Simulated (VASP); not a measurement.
# Pt (P6_3/mmc) in VASP: a series of runs, part 2 of 2

VASP 6.6.1. Earlier steps stand in the parts before.

## 3. Relaxation of cell and atoms, PBEsol

This run uses another cell than the first one, of 15.62 Å³/atom.

Contents of INCAR:

```
PREC = Accurate
ENCUT = 600
EDIFF = 1E-6
ISMEAR = 0
SIGMA = 0.1
LREAL = False
LASPH = True
NELM = 80
ALGO = Fast
ISIF = 3
LWAVE = False
LCHARG = False
GGA = PS
IBRION = 2
NSW = 100
EDIFFG = -0.01
```

Contents of KPOINTS:

```
Automatic mesh
0
Gamma
  21 21 6
```

Contents of POSCAR:

```
Pt
1.0
    2.7077779377      0.0000000000      0.0000000000
   -1.3538889689      2.3450044818      0.0000000000
    0.0000000000      0.0000000000      9.8383077626
Pt
4
Direct
    0.3333333333      0.6666666667      0.3812846088
    0.6666666667      0.3333333333      0.8812846088
    0.6666666667      0.3333333333      0.6187153912
    0.3333333333      0.6666666667      0.1187153912
```

Potentials or basis: VASP PAW PBE potentials, release 64 (Pt).

Command:

```console
$ cat potpaw_PBE.64/Pt/POTCAR > POTCAR
$ mpirun -np 1 vasp_std > vasp.out
```

OUTCAR:

```text
PREC = Accurate
   ENCUT = 600
   EDIFF = 1E-6
   ISMEAR = 0
   LREAL = False
   LASPH = True
   NELM = 80
   ISIF = 3
   GGA = PS
   IBRION = 2
   NSW = 100
   EDIFFG = -0.01

 ion  position               nearest neighbor table
   1  0.333  0.667  0.381-   4 2.58   3 2.81   3 2.81   3 2.81
   2  0.667  0.333  0.881-   3 2.58   4 2.81   4 2.81   4 2.81
   3  0.667  0.333  0.619-   2 2.58   1 2.81   1 2.81   1 2.81
   4  0.333  0.667  0.119-   1 2.58   2 2.81   2 2.81   2 2.81

  LATTYP: Found a hexagonal cell.
 ALAT       =     2.7077779377
 C/A-ratio  =     3.6333510313

  Lattice vectors:

 A1 = (   2.7077779377,   0.0000000000,   0.0000000000)
 A2 = (  -1.3538889689,   2.3450044818,   0.0000000000)
 A3 = (   0.0000000000,   0.0000000000,   9.8383077626)

Analysis of symmetry for initial positions (statically):
=====================================================================
 Subroutine PRICEL returns:
 Original cell was already a primitive cell.

 Routine SETGRP: Setting up the symmetry group for a
 hexagonal supercell.

 Subroutine GETGRP returns: Found 24 space group operations
 (whereof 12 operations were pure point group operations)
 out of a pool of 24 trial point group operations.

The static configuration has the point symmetry D_3d.
 The point group associated with its full space group is D_6h.

Analysis of symmetry for dynamics (positions and initial velocities):
=====================================================================
 Subroutine PRICEL returns:
 Original cell was already a primitive cell.

 Routine SETGRP: Setting up the symmetry group for a
 hexagonal supercell.

 Subroutine GETGRP returns: Found 24 space group operations
 (whereof 12 operations were pure point group operations)
 out of a pool of 24 trial point group operations.

The dynamic configuration has the point symmetry D_3d.
 The point group associated with its full space group is D_6h.

 Subroutine INISYM returns: Found 24 space group operations
 (whereof 12 operations are pure point group operations),
 and found     1 'primitive' translations

----------------------------------------------------------------------------------------

                                     Primitive cell

  volume of cell :      62.4708

  direct lattice vectors                    reciprocal lattice vectors
     2.707777938  0.000000000  0.000000000     0.369306503  0.213219209  0.000000000
    -1.353888969  2.345004482  0.000000000     0.000000000  0.426438417  0.000000000
     0.000000000  0.000000000  9.838307763     0.000000000  0.000000000  0.101643496

  length of vectors
     2.707777938  2.707777938  9.838307763     0.426438417  0.426438417  0.101643496

  position of ions in fractional coordinates (direct lattice)
     0.333333333  0.666666667  0.381284609
     0.666666667  0.333333333  0.881284609
     0.666666667  0.333333333  0.618715391
     0.333333333  0.666666667  0.118715391

  ion indices of the primitive-cell ions
   primitive index   ion index
                 1           1
                 2           2
                 3           3
                 4           4

[... 50 lines left out ...]
  0.142857  0.095238  0.000000     12.000000
  0.190476  0.095238  0.000000     12.000000
 [... further k-points ...]
   k-points           NKPTS =    192   k-points in BZ     NKDIM =    192   number of bands    NBANDS=     24
   number of dos      NEDOS =    301   number of ions     NIONS =      4
   total plane-waves  NPLWV =  46080
   dimension x,y,z NGX =    24 NGY =   24 NGZ =   80
   dimension x,y,z NGXF=    48 NGYF=   48 NGZF=  160
   ions per type =               4
   NGX,Y,Z   is equivalent  to a cutoff of  14.73, 14.73, 13.52 a.u.
   NGXF,Y,Z  is equivalent  to a cutoff of  29.47, 29.47, 27.04 a.u.
 SYSTEM =  unknown system
   PREC   = accura    normal or accurate (medium, high low for compatibility)
   ISTART =      0    job   : 0-new  1-cont  2-samecut
   ICHARG =      2    charge: 1-file 2-atom 10-const
   ISPIN  =      1    spin polarized calculation?
   LNONCOLLINEAR =      F non collinear calculations
   LSORBIT =      F    spin-orbit coupling
   LASPH  =      T    aspherical Exc in radial PAW
   ENCUT  =  600.0 eV  44.10 Ry    6.64 a.u.   5.41  5.41 19.65*2*pi/ulx,y,z
   NELM   =     80;   NELMIN=  2; NELMDL= -5     # of ELM steps
   EDIFF  = 0.1E-05   stopping-criterion for ELM
   LREAL  =      F    real-space projection
   EDIFFG = -.1E-01   stopping-criterion for IOM
   NSW    =    100    number of steps for IOM
   IBRION =      2    ionic relax: 0-MD 1-quasi-New 2-CG
   NFREE  =      1    steps in history (QN), initial steepest desc. (CG)
   ISIF   =      3    stress and relaxation
   ISYM   =      2    0-nonsym 1-usesym 2-fastsym
   POTIM  = 0.5000    time-step for ionic-motion
   TEBEG  =    0.0;   TEEND  =   0.0 temperature during run
   PSTRESS=    0.0 pullay stress
   NELECT =      40.0000    total number of electrons
   NUPDOWN=      -1.0000    fix difference up-down
   EMIN   =  10.00;   EMAX   =-10.00  energy-range for DOS
   EFERMI =   0.00;   METHOD = LEGACY
   ISMEAR =     0;   SIGMA  =   0.10  broadening in eV -4-tet -1-fermi 0-gaus
   EFERMI_NEDOS =   21; number of points for ismear=-14 and -15
   IALGO  =     68    algorithm
   IMIX   =      4    mixing-type and parameters
     AMIX     =   0.40;   BMIX     =  1.00
     AMIX_MAG =   1.60;   BMIX_MAG =  1.00
  volume/ion in A,a.u.               =      15.62       105.39
  Fermi-wavevector in a.u.,A,eV,Ry     =   1.411029  2.666457 27.089219  1.991001
  Thomas-Fermi vector in A             =   2.532922
   LORBIT       =      0    0 simple, 1 ext, 2 COOP (PROOUT), +10 PAW based schemes
   GGA     = PS    functional components
   LHFCALC =     F    Hartree Fock is set to
   AEXX    =    0.0000 exact exchange contribution
   IVDW    =     0    specifies the selected vdW correction
   LEPSILON=     F    determine dielectric tensor
   LRPA    =     F    only Hartree local field effects (RPA)
 conjugate gradient relaxation of ions
 non-spin polarized calculation
 RMM-DIIS sequential band-by-band and
 Gauss-broadening in eV      SIGMA  =   0.10
  energy-cutoff  :      600.00
  volume of cell :       62.47
 maximum number of plane-waves:      2163
 NGX is ok and might be reduce to    24
   NGX = 11   NGY = 11   NGZ = 39

--------------------------------------- Ionic step        1  -------------------------------------------

 number of electron      39.9999997 magnetization

 Free energy of the ion-electron system (eV)
  ---------------------------------------------------
  ext. energy  EPLUGINS =         0.00000000
  ---------------------------------------------------
  free energy    TOTEN  =       -27.47062186 eV

  energy without entropy =      -27.43674242  energy(sigma->0) =      -27.45368214

------------------------ aborting loop because EDIFF is reached ----------------------------------------

  FORCE on cell =-STRESS in cart. coord.  units (eV):
  Direction    XX          YY          ZZ          XY          YZ          ZX
  --------------------------------------------------------------------------------------
  -------------------------------------------------------------------------------------
  Total       -0.0881201     -0.0881201     -0.2757642      0.0000000      0.0000000      0.0000000
  in kB       -2.2600000     -2.2600000     -7.0724732      0.0000000      0.0000000      0.0000000
  external PRESSURE =      -3.8641578 kB  Pullay stress =       0.0000000 kB
[... 215 lines left out ...]
--------------------------------------- Ionic step        7  -------------------------------------------

 number of electron      39.9999996 magnetization

 Free energy of the ion-electron system (eV)
  ---------------------------------------------------
  ext. energy  EPLUGINS =         0.00000000
  ---------------------------------------------------
  free energy    TOTEN  =       -27.47084262 eV

  energy without entropy =      -27.43729287  energy(sigma->0) =      -27.45406775

 E-fermi :  10.5923     XC(G=0): -13.3873

 val. band max:       10.5917359072   @ k =   0.1905   0.1905   0.0000
 cond. band min:      10.5923730530   @ k =   0.1905   0.1905   0.1667
 fundamental gap:      0.0006371458
 Fermi energy:        10.5922503605

 k-point     1 :       0.0000    0.0000    0.0000
  band No.  band energies     occupation
      1       0.5224      2.00000
      2       1.8801      2.00000
      3       2.3123      2.00000
      4       3.2613      2.00000
      5       5.0845      2.00000
      6       5.3828      2.00000
[... 637 lines left out ...]
     23      10.6056      0.85028
     24      14.5151      0.00000

 [... further k-points ...]

------------------------ aborting loop because EDIFF is reached ----------------------------------------

  FORCE on cell =-STRESS in cart. coord.  units (eV):
  Direction    XX          YY          ZZ          XY          YZ          ZX
  --------------------------------------------------------------------------------------
  -------------------------------------------------------------------------------------
  Total        0.0169153      0.0169153      0.0281157     -0.0000000     -0.0000000      0.0000000
  in kB        0.4345580      0.4345580      0.7223005     -0.0000000     -0.0000000      0.0000000
  external PRESSURE =       0.5304722 kB  Pullay stress =       0.0000000 kB
[... 19 lines left out ...]
  FREE ENERGIE OF THE ION-ELECTRON SYSTEM (eV)
  ---------------------------------------------------
  free  energy   TOTEN  =       -27.4708426215 eV

  energy  without entropy=      -27.4372928716  energy(sigma->0) =      -27.45406775

 reached required accuracy - stopping structural energy minimisation
```

OSZICAR:

```text
N       E                     dE             d eps       ncg     rms          rms(c)
DAV:   1     0.267156769358E+03    0.26716E+03   -0.22951E+04  9216   0.181E+03
DAV:   2    -0.219724628773E+02   -0.28913E+03   -0.28037E+03 11120   0.356E+02
DAV:   3    -0.293071522418E+02   -0.73347E+01   -0.72113E+01 10464   0.556E+01
[... 49 lines left out ...]
       N       E                     dE             d eps       ncg     rms          rms(c)
DAV:   1    -0.274709828854E+02   -0.17271E-03   -0.82016E-03  9368   0.601E-01    0.631E-02
RMM:   2    -0.274708665769E+02    0.11631E-03   -0.12233E-04  9216   0.740E-02    0.249E-02
RMM:   3    -0.274708432991E+02    0.23278E-04   -0.45070E-05  9237   0.397E-02    0.109E-02
RMM:   4    -0.274708426215E+02    0.67760E-06   -0.60341E-06  7454   0.138E-02
   7 F= -.27470843E+02 E0= -.27454068E+02  d E =-.400532E-04
```

Run time: 6.8 min. Hardware: 1 thread of Intel Xeon 6975P-C (Granite Rapids), shared host; peak memory 0.42 GiB.

What came out:

| Property | Result |
| --- | --- |
| Free energy | -27.4708 eV |
| Relaxed volume | 15.59 Å³/atom |
| Relaxed cell | a = 2.708 Å, b = 2.708 Å, c = 9.822 Å, α = 90.00°, β = 90.00°, γ = 120.00° |
| Space group after relaxing (to 0.1 Å) | P6_3/mmc (No. 194) |
| Energy gained by relaxing | 0.1 meV/atom |
| Ionic steps | 7 |
| Pressure after relaxing | 0.1 GPa |
| Largest force after relaxing | 0.005 eV/Å |

Forces on the atoms (eV/Å):
```
Pt   0.000  0.000  0.005
Pt   0.000  0.000  0.005
Pt   0.000  0.000 -0.005
Pt   0.000  0.000 -0.005
```

Step by step:
```csv
step,energy change (eV),largest force (eV/Å),pressure (GPa),volume (Å³)
1,0.0000,0.0144,-0.39,62.47
2,0.0006,0.0153,1.15,62.13
3,-0.0002,0.0057,0.06,62.36
4,-0.0002,0.0046,0.14,62.35
5,-0.0002,0.0053,0.15,62.35
6,-0.0002,0.0187,0.00,62.38
7,-0.0002,0.0049,0.05,62.37
```

Final structure:
```
Pt
1.0
     2.70778    0.00000    0.00000
    -1.35389    2.34501    0.00000
     0.00000    0.00000    9.82162
Pt
4
Cartesian
  0.0000 1.5633 3.7444
  1.3539 0.7817 8.6552
  1.3539 0.7817 6.0772
  0.0000 1.5633 1.1664
```

Levels at points of the mesh, in eV from the Fermi level:
```tsv
k point	band 18	band 19	band 20	band 21	band 22	band 23
(0.00, 0.00, 0.00)	-1.20	-1.19	-1.19	-0.99	-0.99	-0.04
(0.00, 0.00, 0.50)	-1.72	-1.72	-1.72	-0.37	-0.37	-0.37
```

Caveat: the highest band is partly filled, so the run has too few bands; the PAW data sets were made with another functional, which shifts forces and pressure a little; spin-orbit coupling is left out, which moves the levels of the heavy elements.
